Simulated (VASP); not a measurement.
# Cu3Ni2 (P1) in VASP: single point with PBE

Aim: the single point of Cu3Ni2 with PBE.

All numbers are computed with VASP 6.6.1; they aren't measurements. Logs are shortened: lines on timing, memory, paths and dates and some standing lists are left out, and cuts for length are marked.

### Step 1. The cell of the first run

The typed cell holds 10 atoms: a = 2.524 Å, b = 2.525 Å, c = 20.828 Å, α = 89.96°, β = 90.03°, γ = 120.01°.

### Step 2. Single point, PBE

The input, INCAR:

```
PREC = Accurate
ENCUT = 520
EDIFF = 1E-6
ISMEAR = 0
SIGMA = 0.2
LREAL = False
LASPH = True
NELM = 80
ALGO = Fast
ISIF = 2
LWAVE = False
LCHARG = False
GGA = PE
NBANDS = 64
```

The input, KPOINTS:

```
regular mesh
0
Gamma
  12 12 1
```

The input, POSCAR:

```
Cu3Ni2
1.0
    2.5244899672     -0.0002859161     -0.0007227269
   -1.2624899353      2.1867986630      0.0009381658
   -0.0054361909      0.0055877040     20.8277819654
Cu Ni
6 4
Direct
    0.3353127014      0.6704253688      0.8469161684
    0.3329912388      0.6640249580      0.0510539862
    0.3366144380      0.6677208439      0.4489257112
    0.6668309795      0.3326337410      0.9488703761
    0.6598904086      0.3258074476      0.1530934903
    0.6706572962      0.3361867199      0.5510800676
    0.3381233403      0.6737964743      0.6507155539
    0.3281202429      0.6605649950      0.2526418461
    0.6684219525      0.3398813676      0.7473921272
    0.6630374017      0.3289580840      0.3493106728
```

Potentials or basis: VASP PAW PBE potentials, release 64 (Cu, Ni).

Launch:

```
$ cat potpaw_PBE.64/Cu/POTCAR potpaw_PBE.64/Ni/POTCAR > POTCAR
$ mpirun -np 1 vasp_std > vasp.out
```

OUTCAR:

```text
PREC = Accurate
   ENCUT = 520
   EDIFF = 1E-6
   ISMEAR = 0
   LREAL = False
   LASPH = True
   NELM = 80
   ISIF = 2
   GGA = PE

 ion  position               nearest neighbor table
   1  0.335  0.670  0.847-   9 2.53   9 2.53   9 2.54   4 2.57   4 2.58   4 2.58
   2  0.333  0.664  0.051-   5 2.57   5 2.57   4 2.58   4 2.58   4 2.58   5 2.59
   3  0.337  0.668  0.449-  10 2.53  10 2.53  10 2.54   6 2.58   6 2.58   6 2.58
   4  0.667  0.333  0.949-   1 2.57   1 2.58   1 2.58   2 2.58   2 2.58   2 2.58
   5  0.660  0.326  0.153-   8 2.53   8 2.54   8 2.54   2 2.57   2 2.57   2 2.59
   6  0.671  0.336  0.551-   7 2.53   7 2.54   7 2.54   3 2.58   3 2.58   3 2.58
   7  0.338  0.674  0.651-   9 2.48   9 2.49   9 2.49   6 2.53   6 2.54   6 2.54
   8  0.328  0.661  0.253-  10 2.48  10 2.48  10 2.49   5 2.53   5 2.54   5 2.54
   9  0.668  0.340  0.747-   7 2.48   7 2.49   7 2.49   1 2.53   1 2.53   1 2.54
  10  0.663  0.329  0.349-   8 2.48   8 2.48   8 2.49   3 2.53   3 2.53   3 2.54

  LATTYP: Found a triclinic cell.
 ALAT       =     2.5245756315
 B/A-ratio  =     0.9999661152
 C/A-ratio  =     8.3105844783
 COS(alpha) =     0.0595953804
 COS(beta)  =     0.1205143348
 COS(gamma) =     0.4997878680

  Lattice vectors:

 A1 = (  -1.2620000319,  -2.1865127469,  -0.0002154389)
 A2 = (  -2.5244899672,   0.0002859161,   0.0007227269)
 A3 = (  -1.2565638410,  -2.1921004509, -20.8279974043)

Analysis of symmetry for initial positions (statically):
=====================================================================
 Subroutine PRICEL returns:
 Original cell was already a primitive cell.

 Routine SETGRP: Setting up the symmetry group for a
 triclinic supercell.

 Subroutine GETGRP returns: Found  1 space group operations
 (whereof  1 operations were pure point group operations)
 out of a pool of  2 trial point group operations.

The static configuration has the point symmetry C_1 .

Analysis of symmetry for dynamics (positions and initial velocities):
=====================================================================
 Subroutine PRICEL returns:
 Original cell was already a primitive cell.

 Routine SETGRP: Setting up the symmetry group for a
 triclinic supercell.

 Subroutine GETGRP returns: Found  1 space group operations
 (whereof  1 operations were pure point group operations)
 out of a pool of  2 trial point group operations.

The dynamic configuration has the point symmetry C_1 .

 Subroutine INISYM returns: Found  1 space group operations
 (whereof  1 operations are pure point group operations),
 and found     1 'primitive' translations

----------------------------------------------------------------------------------------

                                     Primitive cell

  volume of cell :     114.9733

  direct lattice vectors                    reciprocal lattice vectors
     2.524489967 -0.000285916 -0.000722727     0.396145532  0.228704048  0.000042040
    -1.262489935  2.186798663  0.000938166     0.000051759  0.457319404 -0.000122677
    -0.005436191  0.005587704 20.827781965     0.000013744 -0.000012663  0.048012801

  length of vectors
     2.524490087  2.525068338 20.827783424     0.457424120  0.457319423  0.048012804

  position of ions in fractional coordinates (direct lattice)
     0.335312701  0.670425369  0.846916168
     0.332991239  0.664024958  0.051053986
     0.336614438  0.667720844  0.448925711
     0.666830979  0.332633741  0.948870376
     0.659890409  0.325807448  0.153093490
     0.670657296  0.336186720  0.551080068
     0.338123340  0.673796474  0.650715554
     0.328120243  0.660564995  0.252641846
     0.668421952  0.339881368  0.747392127
     0.663037402  0.328958084  0.349310673

  ion indices of the primitive-cell ions
   primitive index   ion index
                 1           1
                 2           2
                 3           3
                 4           4
                 5           5
                 6           6
                 7           7
                 8           8
                 9           9
                10          10

----------------------------------------------------------------------------------------

 KPOINTS: regular mesh

Automatic generation of k-mesh.
 Grid dimensions read from file:
 generate k-points for:   12   12    1

 Generating k-lattice:

  Cartesian coordinates                     Fractional coordinates (reciprocal lattice)
     0.033012128  0.019058671  0.000003503     0.083333333 -0.000000000  0.000000000
     0.000004313  0.038109950 -0.000010223     0.000000000  0.083333333  0.000000000
     0.000013744 -0.000012663  0.048012801    -0.000000000  0.000000000  1.000000000

  Length of vectors
     0.038118677  0.038109952  0.048012804

  Shift w.r.t. Gamma in fractional coordinates (k-lattice)
     0.000000000  0.000000000  0.000000000

 Subroutine IBZKPT returns following result:
 ===========================================

 Found     74 irreducible k-points:

 Following reciprocal coordinates:
            Coordinates               Weight
  0.000000  0.000000  0.000000      1.000000
  0.083333  0.000000  0.000000      2.000000
  0.166667  0.000000  0.000000      2.000000
  0.250000 -0.000000  0.000000      2.000000
  0.333333  0.000000  0.000000      2.000000
  0.416667  0.000000  0.000000      2.000000
[... 16 lines left out ...]
  0.250000  0.166667  0.000000      2.000000
  0.333333  0.166667  0.000000      2.000000
 [... further k-points ...]
   k-points           NKPTS =     74   k-points in BZ     NKDIM =     74   number of bands    NBANDS=     64
   number of dos      NEDOS =    301   number of ions     NIONS =     10
   total plane-waves  NPLWV =  64000
   dimension x,y,z NGX =    20 NGY =   20 NGZ =  160
   dimension x,y,z NGXF=    40 NGYF=   40 NGZF=  320
   ions per type =               6   4
   NGX,Y,Z   is equivalent  to a cutoff of  13.17, 13.17, 12.77 a.u.
   NGXF,Y,Z  is equivalent  to a cutoff of  26.34, 26.34, 25.54 a.u.
 SYSTEM =  unknown system
   PREC   = accura    normal or accurate (medium, high low for compatibility)
   ISTART =      0    job   : 0-new  1-cont  2-samecut
   ICHARG =      2    charge: 1-file 2-atom 10-const
   ISPIN  =      1    spin polarized calculation?
   LNONCOLLINEAR =      F non collinear calculations
   LSORBIT =      F    spin-orbit coupling
   LASPH  =      T    aspherical Exc in radial PAW
   ENCUT  =  520.0 eV  38.22 Ry    6.18 a.u.   4.69  4.69 38.73*2*pi/ulx,y,z
   NELM   =     80;   NELMIN=  2; NELMDL= -5     # of ELM steps
   EDIFF  = 0.1E-05   stopping-criterion for ELM
   LREAL  =      F    real-space projection
   EDIFFG = 0.1E-04   stopping-criterion for IOM
   NSW    =      0    number of steps for IOM
   IBRION =     -1    ionic relax: 0-MD 1-quasi-New 2-CG
   NFREE  =      0    steps in history (QN), initial steepest desc. (CG)
   ISIF   =      2    stress and relaxation
   ISYM   =      2    0-nonsym 1-usesym 2-fastsym
   POTIM  = 0.5000    time-step for ionic-motion
   TEBEG  =    0.0;   TEEND  =   0.0 temperature during run
   PSTRESS=    0.0 pullay stress
   NELECT =     106.0000    total number of electrons
   NUPDOWN=      -1.0000    fix difference up-down
   EMIN   =  10.00;   EMAX   =-10.00  energy-range for DOS
   EFERMI =   0.00;   METHOD = LEGACY
   ISMEAR =     0;   SIGMA  =   0.20  broadening in eV -4-tet -1-fermi 0-gaus
   EFERMI_NEDOS =   21; number of points for ismear=-14 and -15
   IALGO  =     68    algorithm
   IMIX   =      4    mixing-type and parameters
     AMIX     =   0.40;   BMIX     =  1.00
     AMIX_MAG =   1.60;   BMIX_MAG =  1.00
  volume/ion in A,a.u.               =      11.50        77.59
  Fermi-wavevector in a.u.,A,eV,Ry     =   1.593350  3.010994 34.541973  2.538763
  Thomas-Fermi vector in A             =   2.691593
   LORBIT       =      0    0 simple, 1 ext, 2 COOP (PROOUT), +10 PAW based schemes
   GGA     = PE    functional components
   LHFCALC =     F    Hartree Fock is set to
   AEXX    =    0.0000 exact exchange contribution
   IVDW    =     0    specifies the selected vdW correction
   LEPSILON=     F    determine dielectric tensor
   LRPA    =     F    only Hartree local field effects (RPA)
 non-spin polarized calculation
 RMM-DIIS sequential band-by-band and
 Gauss-broadening in eV      SIGMA  =   0.20
  energy-cutoff  :      520.00
  volume of cell :      114.97
 maximum number of plane-waves:      3125
   NGX =  9   NGY =  9   NGZ = 77

 number of electron     105.9999981 magnetization

 Free energy of the ion-electron system (eV)
  ---------------------------------------------------
  ext. energy  EPLUGINS =         0.00000000
  ---------------------------------------------------
  free energy    TOTEN  =       -44.05430670 eV

  energy without entropy =      -43.83715281  energy(sigma->0) =      -43.94572976

 E-fermi :   8.0786     XC(G=0): -12.8959

 val. band max:        8.0570418042   @ k =  -0.4167   0.4167   0.0000
 cond. band min:       8.0937839749   @ k =   0.5000   0.5000   0.0000
 fundamental gap:      0.0367421708
 Fermi energy:         8.0785734877

 k-point     1 :       0.0000    0.0000    0.0000
  band No.  band energies     occupation
      1      -1.1092      2.00000
      2      -0.7550      2.00000
      3      -0.5219      2.00000
      4       0.4333      2.00000
      5       0.4533      2.00000
      6       1.8883      2.00000
[... 56 lines left out ...]
     63      15.0656      0.00000
     64      18.8134      0.00000

 k-point     2 :       0.0833    0.0000    0.0000
  band No.  band energies     occupation
      1      -0.8790      2.00000
      2      -0.5267      2.00000
      3      -0.2946      2.00000
      4       0.6498      2.00000
      5       0.6692      2.00000
      6       2.0821      2.00000
[... 56 lines left out ...]
     63      15.1924      0.00000
     64      18.9854      0.00000

 k-point     3 :       0.1667    0.0000    0.0000
  band No.  band energies     occupation
      1      -0.2056      2.00000
      2       0.1392      2.00000
      3       0.3665      2.00000
      4       1.2690      2.00000
      5       1.2862      2.00000
      6       2.6116      2.00000
[... 1396 lines left out ...]
     63      16.6350      0.00000
     64      16.7725      0.00000

 k-point    24 :       0.3333    0.1667    0.0000
  band No.  band energies     occupation
      1       3.3753      2.00000
      2       3.4964      2.00000
      3       3.6106      2.00000
      4       3.7029      2.00000
      5       3.7797      2.00000
      6       3.8622      2.00000
[... 56 lines left out ...]
     63      14.9982      0.00000
     64      15.1861      0.00000

 [... further k-points ...]
[... 5 lines left out ...]
  --------------------------------------------------------------------------------------
  -------------------------------------------------------------------------------------
  Total        0.0595909      0.0862979      0.1036564     -0.0132324     -0.0256878      0.0184856
  in kB        0.8304118      1.2025797      1.4444737     -0.1843960     -0.3579646      0.2576003
  external PRESSURE =       1.1591551 kB  Pullay stress =       0.0000000 kB

 VOLUME and BASIS-vectors are now :
 -----------------------------------------------------------------------------
  energy-cutoff  :      520.00
  volume of cell :      114.97
      direct lattice vectors                 reciprocal lattice vectors
     2.524489967 -0.000285916 -0.000722727     0.396145532  0.228704048  0.000042040
    -1.262489935  2.186798663  0.000938166     0.000051759  0.457319404 -0.000122677
    -0.005436191  0.005587704 20.827781965     0.000013744 -0.000012663  0.048012801

 POSITION                                       TOTAL-FORCE (eV/Angst)
 -----------------------------------------------------------------------------------
     -0.00452      1.47072     17.63977        -0.002166     -0.001161     -0.014886
      0.00203      1.45228      1.06372        -0.006300     -0.003868     -0.000714
      0.00435      1.46258      9.35051        -0.007276     -0.006213     -0.006181
      1.25830      0.73251     19.76270        -0.000363      0.003092      0.007319
      1.25373      0.71314      3.18843         0.006632      0.008781      0.010919
      1.26564      0.73806     11.47761        -0.002710      0.004720      0.008366
     -0.00061      1.47700     13.55335        -0.003927     -0.008397      0.012496
     -0.00699      1.44584      5.26235         0.000473      0.001864      0.012473
      1.25426      0.74724     15.56636         0.009577     -0.004554     -0.015914
      1.25663      0.72113      7.27520         0.006060      0.005735     -0.013877
 -----------------------------------------------------------------------------------
    total drift:                                0.000381      0.000221      0.000025

  FREE ENERGIE OF THE ION-ELECTRON SYSTEM (eV)
  ---------------------------------------------------
  free  energy   TOTEN  =       -44.0543067037 eV

  energy  without entropy=      -43.8371528141  energy(sigma->0) =      -43.94572976
```

Run time: 42 min. Hardware: 1 thread of Oxide Virtual Turin-like, shared host; peak memory 0.49 GiB.

What came out:

```yaml
Free_energy: -44.0543 eV
Pressure: 0.1 GPa
Largest_force: 0.019 eV/Å
Band_gap_on_the_k_mesh: zero (bands 53 and 54 overlap by 4.47 eV)
```

Forces on the atoms (eV/Å):
```
Cu  -0.002 -0.001 -0.015
Cu  -0.006 -0.004 -0.001
Cu  -0.007 -0.006 -0.006
Cu   0.000  0.003  0.007
Cu   0.007  0.009  0.011
Cu  -0.003  0.005  0.008
Ni  -0.004 -0.008  0.012
Ni   0.000  0.002  0.012
Ni   0.010 -0.005 -0.016
Ni   0.006  0.006 -0.014
```

Levels at points of the mesh, in eV from the Fermi level:
| k point | band 48 | band 49 | band 50 | band 51 | band 52 | band 53 | band 54 | band 55 | band 56 | band 57 |
| --- | --- | --- | --- | --- | --- | --- | --- | --- | --- | --- |
| (0.00, 0.00, 0.00) | -1.50 | -1.50 | -1.47 | -1.47 | -0.65 | -0.64 | -0.64 | -0.64 | -0.63 | -0.21 |
| (0.50, 0.00, 0.00) | 0.02 | 0.08 | 0.09 | 0.09 | 0.45 | 0.49 | 0.93 | 0.97 | 1.37 | 1.49 |
| (0.00, 0.50, 0.00) | 0.02 | 0.09 | 0.09 | 0.09 | 0.46 | 0.47 | 0.94 | 0.98 | 1.36 | 1.45 |
| (0.50, 0.50, 0.00) | 0.02 | 0.08 | 0.09 | 0.09 | 0.44 | 0.48 | 0.94 | 0.98 | 1.36 | 1.47 |

The gap in the log of VASP goes by the Fermi energy; the results here count the filled bands.